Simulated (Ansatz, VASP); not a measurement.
**Al4CoNi3 in VASP and in Ansatz**

```
Al Ni Co
1.0
     4.08313    0.00000    0.00000
     0.00000    4.08313    0.00000
     0.00000    0.00000    5.76708
Al Ni Co
4 3 1
Direct
  0.00000 0.50000 0.74866
  0.00000 0.50000 0.25134
  0.50000 0.00000 0.74866
  0.50000 0.00000 0.25134
  0.00000 0.00000 0.00000
  0.00000 0.00000 0.50000
  0.50000 0.50000 0.00000
  0.50000 0.50000 0.50000
```

Alike in both runs: task single point; functional PBE; k mesh 4 × 4 × 4; occupations gaussian, width 0.1 eV; collinear spin.

|  | VASP | Ansatz |
| --- | --- | --- |
| version | VASP 6.6.1 | Ansatz 0.2.0 |
| potentials or method | VASP PAW PBE potentials, release 64 (Al, Ni, Co), cutoff 520 eV | scalar-relativistic, plane waves, PAW |
| valence electrons in the cell | 51 | 83 |

|  | VASP | Ansatz | Ansatz less VASP |
| --- | --- | --- | --- |
| gap on the k mesh at the Fermi level (eV) | none | none | - |
| pressure (GPa) | 0.4 | 0.4 | +0.04 |
| traceless stress, the component that is largest in VASP (GPa) | -0.39 | -0.39 | -0.001 |
| rms of the force components (eV/Å) | 0.003 | 0.005 | +0.0021 |
| net moment per atom (μB) | 0.19 | 0.20 | +0.004 |
| size of the moment on the site where the two differ most (μB) | 0.26 | 0.28 | +0.022 |

Site moments also hang on the region over which each program counts them. Atom by atom the forces differ by 0.002 eV/Å (rms over components). A gap of «none» marks a metal or a gap that the smearing closes. With one functional, cell and mesh, what is left measures potentials, basis and numerics. VASP's potentials hold 51 valence electrons a cell and Ansatz's 83, so a difference there can come from the potentials and not from the codes.

The k mesh is coarse, so the values compare programs but aren't converged.
